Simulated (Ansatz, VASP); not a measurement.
# W2AuN3 in VASP and in Ansatz

```xyz
6
Lattice="5.0626 0.0000 0.0000 -2.5313 4.3844 0.0000 0.0000 0.0000 3.8497" Properties=species:S:1:pos:R:3 pbc="T T T"
W     0.0000    2.9229    1.9249
W     2.5313    1.4615    1.9249
Au    0.0000    0.0000    1.9249
N     0.0000    2.9229    0.0000
N     2.5313    1.4615    0.0000
N     0.0000    0.0000    0.0000
```

Alike in both runs: functional PBE; k mesh 3 × 3 × 3; occupations gaussian, width 0.15 eV; no spin polarisation.

Ansatz relaxed the structure, and its values are those at the end. VASP's run is a single point on that final structure, the one shown.

|  | VASP | Ansatz |
| --- | --- | --- |
| version | VASP 6.6.1 | Ansatz 0.2.0 |
| potentials or method | VASP PAW PBE potentials, release 64 (W_sv, Au, N), cutoff 600 eV | scalar-relativistic, plane waves, PAW |
| valence electrons in the cell | 54 | 62 |

Ansatz gave:

| Property | Result |
| --- | --- |
| gap on the k mesh at the Fermi level (eV) | none |
| pressure (GPa) | 0.4 |

**Question.** Which values does VASP return?

**Answer.** gap on the k mesh at the Fermi level (eV): none; pressure (GPa): 0.7.

A gap of «none» marks a metal or a gap that the smearing closes. VASP's potentials hold 54 valence electrons a cell and Ansatz's 62, so a difference there can come from the potentials and not from the codes.

The k mesh is coarse, so the values compare programs but aren't converged. Neither program's run includes spin-orbit coupling.
